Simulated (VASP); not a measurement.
Write the native input for VASP 6.6.1 that does the following.

```
Task                   : single point
Functional             : LDA
Potentials or basis    : VASP PAW LDA potentials, release 64 (Ni, Pt)
Cutoff                 : 520 eV
k mesh                 : 9 × 9 × 9
Occupations            : fermi-dirac, width 0.05 eV
Spin                   : non-collinear spin, typed start
Starting moments       : [[0.0, 0.0, 0.7], [0.0, 0.0, 0.7], [0.0, 0.0, -0.7], [0.0, 0.0, -0.3]] μB
Dipole correction      : no
Further INCAR settings : ALGO = Normal; EDIFF = 1e-07; NBANDS = 54
```

The structure of Ni3Pt lies in POSCAR:

```
Ni3Pt
1.0
    3.6245667900      0.0000000000      0.0000000000
    0.0000000000      3.6245667900      0.0000000000
    0.0000000000      0.0000000000      3.6245667900
Ni Pt
3 1
Direct
    0.5000000000      0.0000000000      0.5000000000
    0.0000000000      0.5000000000      0.5000000000
    0.5000000000      0.5000000000      0.0000000000
    0.0000000000      0.0000000000      0.0000000000
```

One way to write it, as run:

INCAR

```
SYSTEM = Ni3Pt
PREC = Accurate
ENCUT = 520
EDIFF = 1E-7
ISMEAR = -1
SIGMA = 0.05
LREAL = .FALSE.
LASPH = .TRUE.
NELM = 150
ALGO = Normal
ISIF = 2
LWAVE = .FALSE.
LCHARG = .FALSE.
LNONCOLLINEAR = .TRUE.
MAGMOM = 0 0 0.7 0 0 0.7 0 0 -0.7 0 0 -0.3
LORBIT = 11
LMAXMIX = 4
NBANDS = 54
KPAR = 4
```

KPOINTS

```
regular mesh
0
G
  9 9 9
  0 0 0
```

Potentials or basis: VASP PAW LDA potentials, release 64 (Ni, Pt).

The run is started by

```console
$ cat potpaw_LDA.64/Ni/POTCAR potpaw_LDA.64/Pt/POTCAR > POTCAR
$ mpirun -np 4 vasp_ncl > vasp.out
```

It gave:

* Pressure: -11.5 GPa
* Band gap on the k mesh: zero (bands 40 and 41 overlap by 0.90 eV)
* Net moment: 2.17 μB per cell
* Valence electrons inside the program's atomic spheres: Ni 9.30; Pt 9.47

Caveat: the cell stands under tension; spin-orbit coupling is left out, which moves the levels of the heavy elements.

It took 3.2 min on 4 MPI ranks on Intel(R) Xeon(R) Platinum 8375C CPU @ 2.90GHz (Ice Lake), on a shared host, peak memory 0.47 GiB a rank.
